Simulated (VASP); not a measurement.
Input of a VASP 6.6.1 run:

Contents of INCAR:

```
PREC = Accurate
ENCUT = 520
EDIFF = 1E-8
ISMEAR = -1
SIGMA = 0.05
LREAL = F
LASPH = T
NELM = 60
ALGO = Normal
ISIF = 2
LWAVE = F
LCHARG = F
LEFG = T
NBANDS = 20
```

The input KPOINTS:

```
regular mesh
0
Gamma
  11 11 10
```

POSCAR

```
TaRu
1.0
    3.0931756599      0.0000000000      0.0000000000
    0.0000000000      3.0931756599      0.0000000000
    0.0000000000      0.0000000000      3.4335972196
Ta Ru
1 1
Direct
    0.5000000000      0.5000000000      0.5000000000
    0.0000000000      0.0000000000      0.0000000000
```

Potentials or basis: VASP PAW LDA potentials, release 64 (Ta_pv, Ru_pv).

Command:

```sh
$ cat potpaw_LDA.64/Ta_pv/POTCAR potpaw_LDA.64/Ru_pv/POTCAR > POTCAR
$ mpirun -np 1 vasp_std > vasp.out
```

**Question.** What does it give for the pressure?

**Answer.** -18.3 GPa.

Stress tensor (GPa, compression positive):
```
-18.87   0.00   0.00
  0.00 -18.87   0.00
  0.00   0.00 -17.30
```

Caveat: without QUAD_EFG the Cq values of the log hold for a quadrupole moment of 1 mb, not for the nuclei.
